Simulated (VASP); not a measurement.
**RbBr: single point with r2SCAN**

RbBr:

```
Rb Br
1.0
     3.94040    0.00000    0.00000
     0.00000    4.17250    0.00000
     0.00000    0.00000    4.17250
Rb Br
1 1
Cartesian
  0.0000 0.0000 0.0000
  1.9702 2.0862 2.0862
```

This cell differs from its parent crystal: uniaxial strain along a: -4.5 %.

- Program: VASP 6.6.1
- Task: single point
- Functional: r2SCAN
- Potentials or basis: VASP PAW PBE potentials, release 64 (Rb_sv, Br)
- Cutoff: 520 eV
- k mesh: 6 × 6 × 6
- Occupations: gaussian, width 0.02 eV
- Spin: no spin polarisation
- Dipole correction: no
- Further INCAR settings: ALGO = Normal; EDIFF = 1e-06; NBANDS = 15

| Item | Value |
| --- | --- |
| Pressure | 0.5 GPa |
| Band gap on the k mesh | 4.69 eV (least direct gap 4.82 eV) |

Stress tensor (GPa, compression positive):
```
 1.72  0.00  0.00
 0.00 -0.12  0.00
 0.00  0.00 -0.12
```

Levels at points of the mesh, in eV from the valence-band top:
```
           k point  band 5  band 6  band 7  band 8  band 9  band 10  band 11  band 12
(0.00, 0.00, 0.00)   -9.47   -0.45   -0.45   -0.13    4.69     5.76     6.04    10.24
(0.50, 0.00, 0.00)   -9.45   -1.99   -0.49   -0.49    7.35     7.79     8.51     9.09
(0.00, 0.50, 0.00)   -9.43   -1.95   -0.57   -0.20    7.17     7.67     8.21     9.26
(0.50, 0.50, 0.00)   -9.42   -1.37   -1.22   -0.27    5.78     6.57     8.19     8.40
(0.00, 0.50, 0.50)   -9.40   -1.28   -1.28    0.00    5.66     7.05     8.89     8.89
(0.50, 0.50, 0.50)   -9.70   -1.66   -1.56   -1.56    8.66     8.66     8.98     9.84
```

Run time: 55 s on 1 thread of Intel(R) Xeon(R) 6975P-C (Granite Rapids), on a shared host, peak memory 0.19 GiB.

Caveat: the cell differs from its parent crystal (uniaxial strain along a: -4.5 %); the PAW data sets were made with another functional, which shifts forces and pressure a little. A k mesh can miss the band edges.
